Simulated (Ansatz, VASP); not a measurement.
Ni: VASP beside Ansatz

INCAR

```
  ALGO = Normal
  EDIFF = 1E-6
  ENCUT = 520
  GGA = PE
  ISIF = 2
  ISMEAR = -1
  ISPIN = 2
  LASPH = True
  LCHARG = False
  LMAXMIX = 4
  LORBIT = 11
  LREAL = False
  LWAVE = False
  MAGMOM = 1.5
  NBANDS = 15
  NELM = 150
  PREC = Accurate
  SIGMA = 0.08
```

Contents of KPOINTS:

```
k-points
0
Gamma
  18 18 18
```

POSCAR

```
Ni
1.0
   -1.3871173401      1.3871173401      1.4289382394
    1.3871173401     -1.3871173401      1.4289382394
    1.3871173401      1.3871173401     -1.4289382394
Ni
1
Direct
    0.0000000000      0.0000000000      0.0000000000
```

Input for Ansatz:

```yaml
crystal:
  lattice:
    - [-1.3871173401, 1.3871173401, 1.4289382394]
    - [1.3871173401, -1.3871173401, 1.4289382394]
    - [1.3871173401, 1.3871173401, -1.4289382394]
  atoms:
    - { symbol: Ni, position: [0.0, 0.0, 0.0], spin: 1.5 }
magnetization:
  spin_polarized: true
kpoints:
  mp_grid: { grid: [18, 18, 18] }
scf:
  occupations: { method: fermi_dirac, width: 0.08 }
hamiltonian:
  xc: pbe
  pseudopotentials: { kind: all_electron, lapw: { basis_error: 0.0005 } }
output:
  forces: true
  stress: true
  eigenvalues: true
```

Change from the starting cell: z stretched by +2 % at fixed volume.

Alike in both runs: task single point; functional PBE; k mesh 18 × 18 × 18; occupations fermi-dirac, width 0.08 eV; collinear spin.

|  | VASP | Ansatz |
| --- | --- | --- |
| version | VASP 6.6.1 | Ansatz 0.2.0 |
| potentials or method | VASP PAW PBE potentials, release 64 (Ni), cutoff 520 eV | all-electron LAPW, scalar-relativistic |

|  | VASP | Ansatz | Ansatz less VASP |
| --- | --- | --- | --- |
| pressure (GPa) | 0.0 | 0.0 | +0.05 |
| traceless stress, the component that is largest in VASP (GPa) | 1.51 | 1.63 | +0.116 |
| net moment per atom (μB) | 0.56 | 0.57 | +0.009 |
| size of the moment on the site where the two differ most (μB) | 0.57 | 0.59 | +0.024 |

Site moments also hang on the region over which each program counts them. Ansatz ran all-electron here, and VASP with PAW potentials.
